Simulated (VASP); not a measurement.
MgS, 2 atoms in the cell. The structure is cubic, space group F-43m (No. 216). Conventional cell: a = 5.697 Å, b = 5.697 Å, c = 5.697 Å, α = 90.00°, β = 90.00°, γ = 90.00°. Within 3.3 Å of Mg (site symmetry -43m) lie 4 S at 2.47 Å. Within 3.3 Å of S (site symmetry -43m) lie 4 Mg at 2.47 Å. 

| Property | Result |
| --- | --- |
| Program | VASP 6.6.1 |
| Task | single point |
| Functional | PBE |
| Potentials or basis | VASP PAW PBE potentials, release 64 (Mg, S) |
| Cutoff | 520 eV |
| k mesh | 8 × 8 × 8 |
| Occupations | gaussian, width 0.02 eV |
| Spin | no spin polarisation |
| Dipole correction | no |
| Further INCAR settings | ALGO = Normal; EDIFF = 1e-06; NBANDS = 11 |

Potentials or basis: VASP PAW PBE potentials, release 64 (Mg, S).

Run with:

```bash
$ cat potpaw_PBE.64/Mg/POTCAR potpaw_PBE.64/S/POTCAR > POTCAR
$ mpirun -np 1 vasp_std > vasp.out
```

Hardware: 1 thread of Intel(R) Xeon(R) 6975P-C (Granite Rapids) (shared host).

Q: Estimate the wall time of this run.

A: Wall time 8.6 s on 1 thread of Intel(R) Xeon(R) 6975P-C (Granite Rapids), on a shared host, peak memory 0.16 GiB. Counts: scf iterations 13, k points 29.
